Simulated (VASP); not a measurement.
FePt (Tetraferroplatinum), 2 atoms in the cell. The structure is tetragonal, space group P4/mmm (No. 123). The conventional cell has a = 2.724 Å, b = 2.724 Å, c = 3.720 Å, α = 90.00°, β = 90.00°, γ = 90.00°. Within 3.5 Å of Pt (site symmetry 4/mmm) lie 8 Fe at 2.68 Å and 4 Pt at 2.72 Å. Fe (site symmetry 4/mmm) has 8 Pt at 2.68 Å and 4 Fe at 2.72 Å within 3.5 Å. 

- Program: VASP 6.6.1
- Task: single point
- Functional: PBE
- Potentials or basis: VASP PAW PBE potentials, release 64 (Pt, Fe)
- Cutoff: 520 eV
- k mesh: 10 × 10 × 7
- Occupations: gaussian, width 0.024 eV
- Spin: collinear spin, ferromagnetic start
- Starting moments: [0.0, 3.0] μB
- Dipole correction: no
- Further INCAR settings: ALGO = Normal; EDIFF = 1e-07; NBANDS = 20

Potentials or basis: VASP PAW PBE potentials, release 64 (Pt, Fe).

Run with:

```sh
$ cat potpaw_PBE.64/Pt/POTCAR potpaw_PBE.64/Fe/POTCAR > POTCAR
$ mpirun -np 1 vasp_std > vasp.out
```

Hardware: 1 thread of Oxide Virtual Turin-like Processor, with other jobs on the host.

Problem. Estimate the wall time of this run.

Solution. It took 2.7 min on 1 thread of Oxide Virtual Turin-like Processor, on a shared host, peak memory 0.17 GiB. Counts: scf iterations 17, k points 84.
